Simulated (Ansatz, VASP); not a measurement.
Cs in VASP and in Ansatz

```
Cs
1.0
    -3.07896    3.07896    3.07896
     3.07896   -3.07896    3.07896
     3.07896    3.07896   -3.07896
Cs
1
Direct
  0.00000 0.00000 0.00000
```

Alike in both runs: functional PBE; k mesh 10 × 10 × 10; occupations gaussian, width 0.1 eV; no spin polarisation.

Ansatz relaxed the structure, and its values are those at the end. VASP's run is a single point on that final structure, the one shown.

|  | VASP | Ansatz |
| --- | --- | --- |
| version | VASP 6.6.1 | Ansatz 0.2.0 |
| potentials or method | VASP PAW PBE potentials, release 64 (Cs_sv), cutoff 520 eV | scalar-relativistic, plane waves, PAW |
| valence electrons in the cell | 9 | 9 |

|  | VASP | Ansatz | Ansatz less VASP |
| --- | --- | --- | --- |
| gap on the k mesh at the Fermi level (eV) | none | none | - |
| pressure (GPa) | 0.0 | 0.0 | +0.01 |

A gap of «none» marks a metal or a gap that the smearing closes. The functional is the same, so the differences come from potentials, cutoffs and numerics.

Spin-orbit coupling is off throughout.
